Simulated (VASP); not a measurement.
# BeB3N3 (P6mm) in VASP: further runs

Runs on BeB3N3. Level: PBE. Tasks: single point, relaxation of cell and atoms.

Program: VASP 6.6.1. These are calculated values, not measurements. Logs are shortened: lines on timing, memory, paths and dates and some standing lists are left out, and cuts for length are marked.

## (1) The cell of the first run

Symmetry: P6mm, No. 183, hexagonal system. The conventional cell has a = 4.869 Å, b = 4.869 Å, c = 3.739 Å, α = 90.00°, β = 90.00°, γ = 120.00°. Within 2.5 Å of Be (site symmetry 6mm) lie 2 B at 1.86 to 1.88 Å. Within 2.5 Å of B (site symmetry 6mm) lie 2 Be at 1.86 to 1.88 Å. Within 1.9 Å of B (site symmetry 3m) lie 3 N at 1.41 Å. Within 1.9 Å of N (site symmetry 2mm) lie 2 B at 1.41 Å.

## (2) Single point, PBE

INCAR reads:

```
SYSTEM = BeB3N3
  PREC = Accurate
  ENCUT = 520
  EDIFF = 1E-6
  ISMEAR = 0
  SIGMA = 0.1
  LREAL = .False.
  LASPH = .True.
  NELM = 100
  ALGO = Normal
  ISIF = 2
  LWAVE = .False.
  LCHARG = .False.
  GGA = PE
  NBANDS = 22
```

KPOINTS reads:

```
regular mesh
0
Gamma
  9 9 10
  0 0 0
```

POSCAR reads:

```
BeB3N3
1.0
    4.8688076191      0.0000000000      0.0000000000
   -2.4344038096      4.2165110842      0.0000000000
    0.0000000000      0.0000000000      3.7386728714
Be B N
1 3 3
Direct
    0.0000000000      0.0000000000      0.8956350017
    0.0000000000      0.0000000000      0.3984458085
    0.3333333333      0.6666666667      0.6270212980
    0.6666666667      0.3333333333      0.6270212980
    0.5000000000      0.0000000000      0.6285263513
    0.0000000000      0.5000000000      0.6285263513
    0.5000000000      0.5000000000      0.6285263513
```

Potentials or basis: VASP PAW PBE potentials, release 64 (Be, B, N).

Run with:

```console
cat potpaw_PBE.64/Be/POTCAR potpaw_PBE.64/B/POTCAR potpaw_PBE.64/N/POTCAR > POTCAR
mpirun -np 1 vasp_std > vasp.out
```

OUTCAR:

```text
SYSTEM = BeB3N3
   PREC = Accurate
   ENCUT = 520
   EDIFF = 1E-6
   ISMEAR = 0
   LREAL = .False.
   LASPH = .True.
   NELM = 100
   ISIF = 2
   GGA = PE

 ion  position               nearest neighbor table
   1  0.000  0.000  0.896-   2 1.86   2 1.88
   2  0.000  0.000  0.398-   1 1.86   1 1.88
   3  0.333  0.667  0.627-   5 1.41   6 1.41   7 1.41
   4  0.667  0.333  0.627-   5 1.41   6 1.41   7 1.41
   5  0.500  0.000  0.629-   3 1.41   4 1.41
   6  0.000  0.500  0.629-   3 1.41   4 1.41
   7  0.500  0.500  0.629-   3 1.41   4 1.41

  LATTYP: Found a hexagonal cell.
 ALAT       =     4.8688076191
 C/A-ratio  =     0.7678826448

  Lattice vectors:

 A1 = (   4.8688076191,   0.0000000000,   0.0000000000)
 A2 = (  -2.4344038096,   4.2165110842,   0.0000000000)
 A3 = (   0.0000000000,   0.0000000000,   3.7386728714)

Analysis of symmetry for initial positions (statically):
=====================================================================
 Subroutine PRICEL returns:
 Original cell was already a primitive cell.

 Routine SETGRP: Setting up the symmetry group for a
 hexagonal supercell.

 Subroutine GETGRP returns: Found 12 space group operations
 (whereof 12 operations were pure point group operations)
 out of a pool of 24 trial point group operations.

The static configuration has the point symmetry C_6v.

Analysis of symmetry for dynamics (positions and initial velocities):
=====================================================================
 Subroutine PRICEL returns:
 Original cell was already a primitive cell.

 Routine SETGRP: Setting up the symmetry group for a
 hexagonal supercell.

 Subroutine GETGRP returns: Found 12 space group operations
 (whereof 12 operations were pure point group operations)
 out of a pool of 24 trial point group operations.

The dynamic configuration has the point symmetry C_6v.

 Subroutine INISYM returns: Found 12 space group operations
 (whereof 12 operations are pure point group operations),
 and found     1 'primitive' translations

----------------------------------------------------------------------------------------

                                     Primitive cell

  volume of cell :      76.7526

  direct lattice vectors                    reciprocal lattice vectors
     4.868807619  0.000000000  0.000000000     0.205389097  0.118581450  0.000000000
    -2.434403810  4.216511084  0.000000000     0.000000000  0.237162901  0.000000000
     0.000000000  0.000000000  3.738672871     0.000000000  0.000000000  0.267474592

  length of vectors
     4.868807619  4.868807619  3.738672871     0.237162901  0.237162901  0.267474592

  position of ions in fractional coordinates (direct lattice)
     0.000000000  0.000000000  0.895635002
     0.000000000  0.000000000  0.398445808
     0.333333333  0.666666667  0.627021298
     0.666666667  0.333333333  0.627021298
     0.500000000  0.000000000  0.628526351
     0.000000000  0.500000000  0.628526351
     0.500000000  0.500000000  0.628526351

  ion indices of the primitive-cell ions
   primitive index   ion index
                 1           1
                 2           2
                 3           3
                 4           4
                 5           5
                 6           6
                 7           7

----------------------------------------------------------------------------------------

 KPOINTS: regular mesh

Automatic generation of k-mesh.
 Grid dimensions read from file:
 generate k-points for:    9    9   10

 Generating k-lattice:

  Cartesian coordinates                     Fractional coordinates (reciprocal lattice)
     0.022821011  0.013175717  0.000000000     0.111111111 -0.000000000  0.000000000
     0.000000000  0.026351433  0.000000000     0.000000000  0.111111111  0.000000000
     0.000000000  0.000000000  0.026747459     0.000000000  0.000000000  0.100000000

  Length of vectors
     0.026351433  0.026351433  0.026747459

  Shift w.r.t. Gamma in fractional coordinates (k-lattice)
     0.000000000  0.000000000  0.000000000

 Subroutine IBZKPT returns following result:
 ===========================================

 Found     72 irreducible k-points:

 Following reciprocal coordinates:
            Coordinates               Weight
  0.000000  0.000000  0.000000      1.000000
  0.111111  0.000000  0.000000      6.000000
  0.222222  0.000000  0.000000      6.000000
  0.333333  0.000000  0.000000      6.000000
  0.444444  0.000000  0.000000      6.000000
  0.111111  0.111111  0.000000      6.000000
[... 16 lines left out ...]
  0.333333  0.222222  0.100000     24.000000
  0.333333  0.333333  0.100000      4.000000
 [... further k-points ...]
   k-points           NKPTS =     72   k-points in BZ     NKDIM =     72   number of bands    NBANDS=     22
   number of dos      NEDOS =    301   number of ions     NIONS =      7
   total plane-waves  NPLWV =  36288
   dimension x,y,z NGX =    36 NGY =   36 NGZ =   28
   dimension x,y,z NGXF=    72 NGYF=   72 NGZF=   56
   ions per type =               1   3   3
   NGX,Y,Z   is equivalent  to a cutoff of  12.29, 12.29, 12.45 a.u.
   NGXF,Y,Z  is equivalent  to a cutoff of  24.58, 24.58, 24.90 a.u.
 SYSTEM =  BeB3N3
   PREC   = accura    normal or accurate (medium, high low for compatibility)
   ISTART =      0    job   : 0-new  1-cont  2-samecut
   ICHARG =      2    charge: 1-file 2-atom 10-const
   ISPIN  =      1    spin polarized calculation?
   LNONCOLLINEAR =      F non collinear calculations
   LSORBIT =      F    spin-orbit coupling
   LASPH  =      T    aspherical Exc in radial PAW
   ENCUT  =  520.0 eV  38.22 Ry    6.18 a.u.   9.05  9.05  6.95*2*pi/ulx,y,z
   NELM   =    100;   NELMIN=  2; NELMDL= -5     # of ELM steps
   EDIFF  = 0.1E-05   stopping-criterion for ELM
   LREAL  =      F    real-space projection
   EDIFFG = 0.1E-04   stopping-criterion for IOM
   NSW    =      0    number of steps for IOM
   IBRION =     -1    ionic relax: 0-MD 1-quasi-New 2-CG
   NFREE  =      0    steps in history (QN), initial steepest desc. (CG)
   ISIF   =      2    stress and relaxation
   ISYM   =      2    0-nonsym 1-usesym 2-fastsym
   POTIM  = 0.5000    time-step for ionic-motion
   TEBEG  =    0.0;   TEEND  =   0.0 temperature during run
   PSTRESS=    0.0 pullay stress
   NELECT =      26.0000    total number of electrons
   NUPDOWN=      -1.0000    fix difference up-down
   EMIN   =  10.00;   EMAX   =-10.00  energy-range for DOS
   EFERMI =   0.00;   METHOD = LEGACY
   ISMEAR =     0;   SIGMA  =   0.10  broadening in eV -4-tet -1-fermi 0-gaus
   EFERMI_NEDOS =   21; number of points for ismear=-14 and -15
   IALGO  =     38    algorithm
   IMIX   =      4    mixing-type and parameters
     AMIX     =   0.40;   BMIX     =  1.00
     AMIX_MAG =   1.60;   BMIX_MAG =  1.00
  volume/ion in A,a.u.               =      10.96        73.99
  Fermi-wavevector in a.u.,A,eV,Ry     =   1.141217  2.156587 17.719900  1.302376
  Thomas-Fermi vector in A             =   2.277917
   LORBIT       =      0    0 simple, 1 ext, 2 COOP (PROOUT), +10 PAW based schemes
   GGA     = PE    functional components
   LHFCALC =     F    Hartree Fock is set to
   AEXX    =    0.0000 exact exchange contribution
   IVDW    =     0    specifies the selected vdW correction
   LEPSILON=     F    determine dielectric tensor
   LRPA    =     F    only Hartree local field effects (RPA)
 non-spin polarized calculation
 Gauss-broadening in eV      SIGMA  =   0.10
  energy-cutoff  :      520.00
  volume of cell :       76.75
 maximum number of plane-waves:      2097
   NGX = 19   NGY = 19   NGZ = 13

 number of electron      26.0000002 magnetization

 Free energy of the ion-electron system (eV)
  ---------------------------------------------------
  ext. energy  EPLUGINS =         0.00000000
  ---------------------------------------------------
  free energy    TOTEN  =       -45.62025983 eV

  energy without entropy =      -45.60714385  energy(sigma->0) =      -45.61370184

 E-fermi :   1.8697     XC(G=0):  -9.4171

 val. band max:        1.8667391411   @ k =   0.4444   0.0000   0.1000
 cond. band min:       1.8793683865   @ k =   0.4444   0.0000   0.0000
 fundamental gap:      0.0126292454
 Fermi energy:         1.8696585017

 k-point     1 :       0.0000    0.0000    0.0000
  band No.  band energies     occupation
      1     -15.4283      2.00000
      2     -12.4643      2.00000
      3     -12.4643      2.00000
      4      -8.2986      2.00000
      5      -5.5463      2.00000
      6      -5.5463      2.00000
[... 14 lines left out ...]
     21      10.0059      0.00000
     22      12.5528      0.00000

 k-point     2 :       0.1111    0.0000    0.0000
  band No.  band energies     occupation
      1     -15.3746      2.00000
      2     -12.6148      2.00000
      3     -12.4818      2.00000
      4      -8.1315      2.00000
      5      -5.6159      2.00000
      6      -5.4386      2.00000
[... 14 lines left out ...]
     21      10.4578      0.00000
     22      11.9185      0.00000

 k-point     3 :       0.2222    0.0000    0.0000
  band No.  band energies     occupation
      1     -15.2176      2.00000
      2     -12.9887      2.00000
      3     -12.5253      2.00000
      4      -7.7363      2.00000
      5      -5.7160      2.00000
      6      -5.1448      2.00000
[... 14 lines left out ...]
     21      10.8364      0.00000
     22      11.3197      0.00000

 k-point     4 :       0.3333    0.0000    0.0000
  band No.  band energies     occupation
      1     -14.9754      2.00000
      2     -13.4424      2.00000
      3     -12.5731      2.00000
      4      -7.3503      2.00000
      5      -5.6417      2.00000
      6      -4.7591      2.00000
[... 14 lines left out ...]
     21      10.5268      0.00000
     22      11.4017      0.00000

 k-point     5 :       0.4444    0.0000    0.0000
  band No.  band energies     occupation
      1     -14.7195      2.00000
      2     -13.8215      2.00000
      3     -12.6034      2.00000
      4      -7.1643      2.00000
      5      -5.3375      2.00000
      6      -4.4598      2.00000
[... 14 lines left out ...]
     21      10.4488      0.00000
     22      11.1738      0.00000

 k-point     6 :       0.1111    0.1111    0.0000
  band No.  band energies     occupation
      1     -15.2690      2.00000
      2     -12.8707      2.00000
      3     -12.5178      2.00000
      4      -7.8462      2.00000
      5      -5.7164      2.00000
      6      -5.2235      2.00000
[... 14 lines left out ...]
     21      10.8092      0.00000
     22      11.4622      0.00000

 k-point     7 :       0.2222    0.1111    0.0000
  band No.  band energies     occupation
      1     -15.0670      2.00000
      2     -13.2724      2.00000
      3     -12.5747      2.00000
      4      -7.4246      2.00000
      5      -5.7792      2.00000
      6      -4.8517      2.00000
[... 324 lines left out ...]
      6      -4.4701      2.00000
[... 14 lines left out ...]
     21      10.7859      0.00000
     22      11.1678      0.00000

 k-point    21 :       0.4444    0.1111    0.1000
  band No.  band energies     occupation
      1     -14.6123      2.00000
      2     -13.9204      2.00000
      3     -12.6356      2.00000
      4      -6.9861      2.00000
      5      -5.4075      2.00000
      6      -4.4184      2.00000
[... 14 lines left out ...]
     21      10.6734      0.00000
     22      10.8115      0.00000

 k-point    22 :       0.2222    0.2222    0.1000
  band No.  band energies     occupation
      1     -14.8200      2.00000
      2     -13.6250      2.00000
      3     -12.6417      2.00000
      4      -6.9852      2.00000
      5      -5.8277      2.00000
      6      -4.4475      2.00000
[... 14 lines left out ...]
     21      10.9740      0.00000
     22      11.1685      0.00000

 k-point    23 :       0.3333    0.2222    0.1000
  band No.  band energies     occupation
      1     -14.5482      2.00000
      2     -13.9702      2.00000
      3     -12.6923      2.00000
      4      -6.6481      2.00000
      5      -5.7750      2.00000
      6      -4.5488      2.00000
[... 14 lines left out ...]
     21      10.4170      0.00000
     22      11.1450      0.00000

 k-point    24 :       0.3333    0.3333    0.1000
  band No.  band energies     occupation
      1     -14.2655      2.00000
      2     -14.2655      2.00000
      3     -12.7277      2.00000
      4      -6.1400      2.00000
      5      -6.1400      2.00000
      6      -4.7689      2.00000
[... 14 lines left out ...]
     21       9.7429      0.00000
     22      11.3527      0.00000

 [... further k-points ...]

------------------------ aborting loop because EDIFF is reached ----------------------------------------

  FORCE on cell =-STRESS in cart. coord.  units (eV):
  Direction    XX          YY          ZZ          XY          YZ          ZX
  --------------------------------------------------------------------------------------
  -------------------------------------------------------------------------------------
  Total       -0.0271111     -0.0271111     -0.0677152      0.0000000     -0.0000000      0.0000000
  in kB       -0.5659316     -0.5659316     -1.4135244      0.0000000     -0.0000000      0.0000000
  external PRESSURE =      -0.8484625 kB  Pullay stress =       0.0000000 kB

 VOLUME and BASIS-vectors are now :
 -----------------------------------------------------------------------------
  energy-cutoff  :      520.00
  volume of cell :       76.75
      direct lattice vectors                 reciprocal lattice vectors
     4.868807619  0.000000000  0.000000000     0.205389097  0.118581450  0.000000000
    -2.434403810  4.216511084  0.000000000     0.000000000  0.237162901  0.000000000
     0.000000000  0.000000000  3.738672871     0.000000000  0.000000000  0.267474592

 POSITION                                       TOTAL-FORCE (eV/Angst)
 -----------------------------------------------------------------------------------
      0.00000      0.00000      3.34849        -0.000000      0.000000      0.005678
      0.00000      0.00000      1.48966        -0.000000      0.000000     -0.003380
     -0.00000      2.81101      2.34423        -0.000000      0.000000     -0.002674
      2.43440      1.40550      2.34423         0.000000     -0.000000     -0.002674
      2.43440      0.00000      2.34985        -0.000000      0.000000      0.001016
     -1.21720      2.10826      2.34985        -0.000000      0.000000      0.001016
      1.21720      2.10826      2.34985        -0.000000      0.000000      0.001016
 -----------------------------------------------------------------------------------
    total drift:                               -0.000000     -0.000000      0.000017

  FREE ENERGIE OF THE ION-ELECTRON SYSTEM (eV)
  ---------------------------------------------------
  free  energy   TOTEN  =       -45.6202598349 eV

  energy  without entropy=      -45.6071438531  energy(sigma->0) =      -45.61370184
```

Wall time 76 s (1 thread of Intel Xeon 6975P-C (Granite Rapids), shared host); peak memory 0.24 GiB.

Results:

```yaml
Free_energy: -45.6203 eV
Pressure: -0.1 GPa
Largest_force: 0.006 eV/Å
Band_gap_on_the_k_mesh: zero (band 13 reaches 1.95 eV, above the bottom of band 14 at 1.88 eV)
```

Forces in eV/Å, atoms in the order of the input:
```
Be   0.000  0.000  0.006
B    0.000  0.000 -0.003
B    0.000  0.000 -0.003
B    0.000  0.000 -0.003
N    0.000  0.000  0.001
N    0.000  0.000  0.001
N    0.000  0.000  0.001
```

(Continued in part 2 of 2.)
